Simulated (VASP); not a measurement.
Input of a VASP 6.6.1 run:

Contents of INCAR:

```
SYSTEM = NiSb
PREC = Accurate
ENCUT = 520
EDIFF = 1E-6
ISMEAR = 0
SIGMA = 0.05
LREAL = .False.
LASPH = .True.
NELM = 150
ALGO = Fast
ISIF = 2
LWAVE = .False.
LCHARG = .False.
ISPIN = 2
MAGMOM = 0.5 0
LORBIT = 11
LMAXMIX = 4
GGA = PE
NBANDS = 18
```

KPOINTS

```
Automatic mesh
0
Gamma
  12 12 12
  0 0 0
```

Contents of POSCAR:

```
NiSb
1.0
    0.0000000000      2.6337378275      2.6337378275
    2.6337378275      0.0000000000      2.6337378275
    2.6337378275      2.6337378275      0.0000000000
Ni Sb
1 1
Direct
    0.5000000000      0.5000000000      0.5000000000
    0.0000000000      0.0000000000      0.0000000000
```

Potentials or basis: VASP PAW PBE potentials, release 64 (Ni, Sb).

Command:

```console
$ cat potpaw_PBE.64/Ni/POTCAR potpaw_PBE.64/Sb/POTCAR > POTCAR
$ mpirun -np 1 vasp_std > vasp.out
```

**Question.** What does it give for the pressure?

**Answer.** -0.1 GPa.

**Question.** What does it give for the net moment?

**Answer.** 0.00 μB per cell.
